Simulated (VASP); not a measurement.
# HfB in VASP: notebook

HfB is run at these levels: PBE; tasks: single point.

Program: VASP 6.6.1. These are calculated values, not measurements. Logs are shortened: lines on timing, memory, paths and dates and some standing lists are left out, and cuts for length are marked.

## (1) The cell of the first run

The structure is cubic, space group Fm-3m (No. 225). Conventional cell: a = 4.666 Å, b = 4.666 Å, c = 4.666 Å, α = 90.00°, β = 90.00°, γ = 90.00°. Within 3.1 Å of Hf (site symmetry m-3m) lie 6 B at 2.33 Å. B (site symmetry m-3m) has 6 Hf at 2.33 Å within 3.1 Å.

## (2) Single point, PBE

File INCAR:

```
ALGO = Normal
EDIFF = 1E-6
ENCUT = 520
GGA = PE
ISIF = 2
ISMEAR = -1
LASPH = True
LCHARG = True
LELF = True
LREAL = False
LVHAR = True
LWAVE = False
NBANDS = 14
NELM = 100
PREC = Accurate
SIGMA = 0.1
```

File KPOINTS:

```
k-points
0
Gamma
  21 21 21
```

File POSCAR:

```
HfB
1.0
    0.0000000000      2.3328727747      2.3328727747
    2.3328727747      0.0000000000      2.3328727747
    2.3328727747      2.3328727747      0.0000000000
Hf B
1 1
Direct
    0.5000000000      0.5000000000      0.5000000000
    0.0000000000      0.0000000000      0.0000000000
```

Potentials or basis: VASP PAW PBE potentials, release 64 (Hf_pv, B).

On the command line:

```sh
$ cat potpaw_PBE.64/Hf_pv/POTCAR potpaw_PBE.64/B/POTCAR > POTCAR
$ mpirun -np 1 vasp_std > vasp.out
```

OUTCAR:

```text
EDIFF = 1E-6
   ENCUT = 520
   GGA = PE
   ISIF = 2
   ISMEAR = -1
   LASPH = True
   LREAL = False
   NELM = 100
   PREC = Accurate

 ion  position               nearest neighbor table
   1  0.500  0.500  0.500-   2 2.33   2 2.33   2 2.33   2 2.33   2 2.33   2 2.33
   2  0.000  0.000  0.000-   1 2.33   1 2.33   1 2.33   1 2.33   1 2.33   1 2.33

  LATTYP: Found a face centered cubic cell.
 ALAT       =     4.6657455494

  Lattice vectors:

 A1 = (   0.0000000000,   2.3328727747,   2.3328727747)
 A2 = (   2.3328727747,   0.0000000000,   2.3328727747)
 A3 = (   2.3328727747,   2.3328727747,   0.0000000000)

Analysis of symmetry for initial positions (statically):
[... 5 lines left out ...]
 face centered cubic supercell.

 Subroutine GETGRP returns: Found 48 space group operations
 (whereof 48 operations were pure point group operations)
 out of a pool of 48 trial point group operations.

The static configuration has the point symmetry O_h .

Analysis of symmetry for dynamics (positions and initial velocities):
[... 5 lines left out ...]
 face centered cubic supercell.

 Subroutine GETGRP returns: Found 48 space group operations
 (whereof 48 operations were pure point group operations)
 out of a pool of 48 trial point group operations.

The dynamic configuration has the point symmetry O_h .

 Subroutine INISYM returns: Found 48 space group operations
 (whereof 48 operations are pure point group operations),
 and found     1 'primitive' translations

----------------------------------------------------------------------------------------

                                     Primitive cell

  volume of cell :      25.3924

  direct lattice vectors                    reciprocal lattice vectors
     0.000000000  2.332872775  2.332872775    -0.214328019  0.214328019  0.214328019
     2.332872775  0.000000000  2.332872775     0.214328019 -0.214328019  0.214328019
     2.332872775  2.332872775  0.000000000     0.214328019  0.214328019 -0.214328019

  length of vectors
     3.299180317  3.299180317  3.299180317     0.371227018  0.371227018  0.371227018

  position of ions in fractional coordinates (direct lattice)
     0.500000000  0.500000000  0.500000000
     0.000000000  0.000000000  0.000000000

  ion indices of the primitive-cell ions
   primitive index   ion index
                 1           1
                 2           2

----------------------------------------------------------------------------------------

 KPOINTS: k-points

Automatic generation of k-mesh.
 Grid dimensions read from file:
 generate k-points for:   21   21   21

 Generating k-lattice:

  Cartesian coordinates                     Fractional coordinates (reciprocal lattice)
    -0.010206096  0.010206096  0.010206096     0.047619048  0.000000000  0.000000000
     0.010206096 -0.010206096  0.010206096     0.000000000  0.047619048  0.000000000
     0.010206096  0.010206096 -0.010206096     0.000000000  0.000000000  0.047619048

  Length of vectors
     0.017677477  0.017677477  0.017677477

  Shift w.r.t. Gamma in fractional coordinates (k-lattice)
     0.000000000  0.000000000  0.000000000

 Subroutine IBZKPT returns following result:
 ===========================================

 Found    286 irreducible k-points:

 Following reciprocal coordinates:
            Coordinates               Weight
  0.000000  0.000000  0.000000      1.000000
  0.047619  0.000000  0.000000      8.000000
  0.095238  0.000000  0.000000      8.000000
  0.142857  0.000000  0.000000      8.000000
  0.190476  0.000000  0.000000      8.000000
  0.238095  0.000000  0.000000      8.000000
[... 16 lines left out ...]
 -0.428571  0.047619  0.000000     24.000000
 -0.380952  0.047619  0.000000     24.000000
 [... further k-points ...]
   k-points           NKPTS =    286   k-points in BZ     NKDIM =    286   number of bands    NBANDS=     14
   number of dos      NEDOS =    301   number of ions     NIONS =      2
   total plane-waves  NPLWV =  21952
   dimension x,y,z NGX =    28 NGY =   28 NGZ =   28
   dimension x,y,z NGXF=    56 NGYF=   56 NGZF=   56
   ions per type =               1   1
   NGX,Y,Z   is equivalent  to a cutoff of  14.11, 14.11, 14.11 a.u.
   NGXF,Y,Z  is equivalent  to a cutoff of  28.22, 28.22, 28.22 a.u.
 SYSTEM =  unknown system
   PREC   = accura    normal or accurate (medium, high low for compatibility)
   ISTART =      0    job   : 0-new  1-cont  2-samecut
   ICHARG =      2    charge: 1-file 2-atom 10-const
   ISPIN  =      1    spin polarized calculation?
   LNONCOLLINEAR =      F non collinear calculations
   LSORBIT =      F    spin-orbit coupling
   LASPH  =      T    aspherical Exc in radial PAW
   ENCUT  =  520.0 eV  38.22 Ry    6.18 a.u.   6.13  6.13  6.13*2*pi/ulx,y,z
   NELM   =    100;   NELMIN=  2; NELMDL= -5     # of ELM steps
   EDIFF  = 0.1E-05   stopping-criterion for ELM
   LREAL  =      F    real-space projection
   EDIFFG = 0.1E-04   stopping-criterion for IOM
   NSW    =      0    number of steps for IOM
   IBRION =     -1    ionic relax: 0-MD 1-quasi-New 2-CG
   NFREE  =      0    steps in history (QN), initial steepest desc. (CG)
   ISIF   =      2    stress and relaxation
   ISYM   =      2    0-nonsym 1-usesym 2-fastsym
   POTIM  = 0.5000    time-step for ionic-motion
   TEBEG  =    0.0;   TEEND  =   0.0 temperature during run
   PSTRESS=    0.0 pullay stress
   NELECT =      13.0000    total number of electrons
   NUPDOWN=      -1.0000    fix difference up-down
   EMIN   =  10.00;   EMAX   =-10.00  energy-range for DOS
   EFERMI =   0.00;   METHOD = LEGACY
   ISMEAR =    -1;   SIGMA  =   0.10  broadening in eV -4-tet -1-fermi 0-gaus
   EFERMI_NEDOS =   21; number of points for ismear=-14 and -15
   IALGO  =     38    algorithm
   IMIX   =      4    mixing-type and parameters
     AMIX     =   0.40;   BMIX     =  1.00
     AMIX_MAG =   1.60;   BMIX_MAG =  1.00
  volume/ion in A,a.u.               =      12.70        85.68
  Fermi-wavevector in a.u.,A,eV,Ry     =   1.309649  2.474878 23.336445  1.715180
  Thomas-Fermi vector in A             =   2.440233
   LORBIT       =      0    0 simple, 1 ext, 2 COOP (PROOUT), +10 PAW based schemes
   GGA     = PE    functional components
   LHFCALC =     F    Hartree Fock is set to
   AEXX    =    0.0000 exact exchange contribution
   IVDW    =     0    specifies the selected vdW correction
   LEPSILON=     F    determine dielectric tensor
   LRPA    =     F    only Hartree local field effects (RPA)
 non-spin polarized calculation
  energy-cutoff  :      520.00
  volume of cell :       25.39
 maximum number of plane-waves:       701
 NGX is ok and might be reduce to    28
   NGX = 13   NGY = 13   NGZ = 13

 number of electron      13.0000001 magnetization

 Free energy of the ion-electron system (eV)
  ---------------------------------------------------
  ext. energy  EPLUGINS =         0.00000000
  ---------------------------------------------------
  free energy    TOTEN  =       -17.29115577 eV

  energy without entropy =      -17.25763683  energy(sigma->0) =      -17.27439630

 E-fermi :   4.9584     XC(G=0): -12.1622

 val. band max:        4.9541877829   @ k =  -0.1429   0.1429   0.0000
 cond. band min:       4.9682426753   @ k =   0.2857   0.2381   0.0000
 fundamental gap:      0.0140548924
 Fermi energy:         4.9584239719

 k-point     1 :       0.0000    0.0000    0.0000
  band No.  band energies     occupation
      1     -23.5178      2.00000
      2     -23.5178      2.00000
      3     -23.5178      2.00000
      4      -4.5411      2.00000
      5       7.1085      0.00000
      6       7.1085      0.00000
      7       7.1085      0.00000
      8       8.8095      0.00000
      9       8.8095      0.00000
     10       8.8095      0.00000
     11       9.0515      0.00000
     12       9.0515      0.00000
     13      16.4982      0.00000
     14      17.4990      0.00000

 k-point     2 :       0.0476    0.0000    0.0000
  band No.  band energies     occupation
      1     -23.5334      2.00000
      2     -23.5194      2.00000
      3     -23.5194      2.00000
      4      -4.4773      2.00000
      5       6.8549      0.00000
      6       7.0790      0.00000
      7       7.0790      0.00000
      8       8.1513      0.00000
      9       8.1513      0.00000
     10       8.9545      0.00000
     11       9.8674      0.00000
     12       9.8674      0.00000
     13      16.6638      0.00000
     14      17.5779      0.00000

 k-point     3 :       0.0952    0.0000    0.0000
  band No.  band energies     occupation
      1     -23.5783      2.00000
      2     -23.5240      2.00000
      3     -23.5240      2.00000
      4      -4.2889      2.00000
      5       6.2785      0.00000
      6       6.7903      0.00000
      7       6.7903      0.00000
      8       7.8111      0.00000
      9       7.8111      0.00000
     10       9.2251      0.00000
     11      10.8778      0.00000
     12      10.8778      0.00000
     13      17.1414      0.00000
     14      17.7952      0.00000
[... 324 lines left out ...]
 k-point    23 :      -0.4286    0.0476    0.0000
  band No.  band energies     occupation
      1     -24.1504      2.00000
      2     -23.6005      2.00000
      3     -23.5857      2.00000
      4      -0.4223      2.00000
      5       1.2029      2.00000
      6       3.6854      1.99999
      7       3.7316      1.99999
      8      10.8996      0.00000
      9      11.0526      0.00000
     10      11.8492      0.00000
     11      14.0875      0.00000
     12      17.6598      0.00000
     13      18.9680      0.00000
     14      19.2656      0.00000

 k-point    24 :      -0.3810    0.0476    0.0000
  band No.  band energies     occupation
      1     -24.1069      2.00000
      2     -23.5980      2.00000
      3     -23.5780      2.00000
      4      -1.0406      2.00000
      5       1.8205      2.00000
      6       3.8137      1.99998
      7       3.9079      1.99995
      8      10.3780      0.00000
      9      10.6485      0.00000
     10      11.4174      0.00000
     11      15.0346      0.00000
     12      16.9657      0.00000
     13      18.3244      0.00000
     14      19.9368      0.00000

 [... further k-points ...]
[... 5 lines left out ...]
  --------------------------------------------------------------------------------------
  -------------------------------------------------------------------------------------
  Total        3.6110445      3.6110445      3.6110445      0.0000000      0.0000000      0.0000000
  in kB      227.8454019    227.8454019    227.8454019      0.0000000      0.0000000      0.0000000
  external PRESSURE =     227.8454019 kB  Pullay stress =       0.0000000 kB

 VOLUME and BASIS-vectors are now :
 -----------------------------------------------------------------------------
  energy-cutoff  :      520.00
  volume of cell :       25.39
      direct lattice vectors                 reciprocal lattice vectors
     0.000000000  2.332872775  2.332872775    -0.214328019  0.214328019  0.214328019
     2.332872775  0.000000000  2.332872775     0.214328019 -0.214328019  0.214328019
     2.332872775  2.332872775  0.000000000     0.214328019  0.214328019 -0.214328019

 POSITION                                       TOTAL-FORCE (eV/Angst)
 -----------------------------------------------------------------------------------
      2.33287      2.33287      2.33287        -0.000000     -0.000000      0.000000
      0.00000      0.00000      0.00000         0.000000      0.000000     -0.000000
 -----------------------------------------------------------------------------------
    total drift:                                0.000000      0.000000      0.000000

  FREE ENERGIE OF THE ION-ELECTRON SYSTEM (eV)
  ---------------------------------------------------
  free  energy   TOTEN  =       -17.2911557681 eV

  energy  without entropy=      -17.2576368260  energy(sigma->0) =      -17.27439630
```

Run time: 46 s. Hardware: 1 thread of Intel Xeon 6975P-C (Granite Rapids), shared host; peak memory 0.24 GiB.

What came out:

| Quantity | Value |
| --- | --- |
| Free energy | -17.2912 eV |
| Pressure | 22.8 GPa |

Caveat: spin-orbit coupling is left out, which moves the levels of the heavy elements.

## (3) Single point, PBE

This run uses another cell than the first one, of 13.07 Å³/atom, 1.029 times its volume.

File INCAR:

```
PREC = Accurate
ENCUT = 520
EDIFF = 1E-6
ISMEAR = -1
SIGMA = 0.1
LREAL = False
LASPH = True
NELM = 100
ALGO = Normal
ISIF = 2
LWAVE = False
LCHARG = False
GGA = PE
NBANDS = 14
```

File KPOINTS:

```
regular mesh
0
Gamma
  21 21 21
```

File POSCAR:

```
HfB
1.0
    0.0000000000      2.3553056198      2.3553056198
    2.3553056198      0.0000000000      2.3553056198
    2.3553056198      2.3553056198      0.0000000000
Hf B
1 1
Direct
    0.5000000000      0.5000000000      0.5000000000
    0.0000000000      0.0000000000      0.0000000000
```

Potentials or basis: VASP PAW PBE potentials, release 64 (Hf_pv, B).

On the command line:

```sh
$ cat potpaw_PBE.64/Hf_pv/POTCAR potpaw_PBE.64/B/POTCAR > POTCAR
$ mpirun -np 1 vasp_std > vasp.out
```

It took 48 s on 1 thread of Intel Xeon 6975P-C (Granite Rapids), shared host; peak memory 0.25 GiB.

Results (log left out):

| Quantity | Value |
| --- | --- |
| Free energy | -17.3802 eV |
| Pressure | 15.8 GPa |

Levels at points of the mesh, in eV from the Fermi level:
```
           k point  band 4  band 5  band 6  band 7  band 8  band 9  band 10  band 11
(0.00, 0.00, 0.00)   -9.41    2.12    2.12    2.12    3.77    3.77     3.77     3.98
```

Caveat: spin-orbit coupling is left out, which moves the levels of the heavy elements.

## (4) Single point, PBE

This run uses another cell than the first one, of 12.33 Å³/atom, 0.971 times its volume.

File INCAR:

```
  PREC = Accurate
  ENCUT = 520
  EDIFF = 1E-7
  ISMEAR = -1
  SIGMA = 0.1
  LREAL = F
  LASPH = T
  NELM = 60
  ALGO = Normal
  ISIF = 2
  LWAVE = F
  LCHARG = T
  GGA = PE
  LELF = T
  LVHAR = T
  NBANDS = 14
```

File KPOINTS:

```
Automatic mesh
0
Gamma
  21 21 21
```

File POSCAR:

```
HfB
1.0
    0.0000000000      2.3100000000      2.3100000000
    2.3100000000      0.0000000000      2.3100000000
    2.3100000000      2.3100000000      0.0000000000
Hf B
1 1
Direct
    0.5216450216      0.5216450216      0.4783549784
    0.0000000000      0.0000000000      0.0000000000
```

On the command line:

```sh
$ cat potpaw_PBE.64/Hf_pv/POTCAR potpaw_PBE.64/B/POTCAR > POTCAR
$ mpirun -np 1 vasp_std > vasp.out
```

It took 63 s on 1 thread of Intel Xeon 6975P-C (Granite Rapids), shared host; peak memory 0.36 GiB.

It converged, with:

```
Free energy   : -17.1096 eV
Pressure      : 31.5 GPa
Largest force : 1.186 eV/Å
```

Forces in eV/Å, atoms in the order of the input:
```
Hf   0.000  0.000 -1.186
B    0.000  0.000  1.186
```

Stress tensor (GPa, compression positive):
```
30.35  0.00  0.00
 0.00 30.35  0.00
 0.00  0.00 33.74
```

Levels at points of the mesh, in eV from the Fermi level:
```csv
k point,band 4,band 5,band 6,band 7,band 8,band 9,band 10,band 11
"(0.00, 0.00, 0.00)",-9.59,1.98,1.98,2.18,3.24,4.16,4.16,4.21
```

Caveat: spin-orbit coupling is left out, which moves the levels of the heavy elements; forces of over 1 eV/Å act on the atoms, so gaps and moduli don't describe the material at rest.

## (5) Overview

| cell | gap on the mesh (eV) | pressure (GPa) |
| --- | --- | --- |
| a = 3.299 Å, angles 60.0°, 2 atoms | none | 22.8 |
| a = 3.331 Å, angles 60.0°, 2 atoms | none | 15.8 |
| a = 3.267 Å, angles 60.0°, 2 atoms | none | 31.5 |

Alike in all rows: task single point; level PBE; potentials or basis VASP PAW PBE potentials, release 64 (Hf_pv, B); no spin polarisation; k mesh 21 × 21 × 21; cutoff (eV) 520; smearing fermi-dirac 0.1 eV.

Caveats: spin-orbit coupling is left out, which moves the levels of the heavy elements; forces of over 1 eV/Å act on the atoms, so gaps and moduli don't describe the material at rest (some runs).

Absolute energies hang on the potentials; compare differences alone.
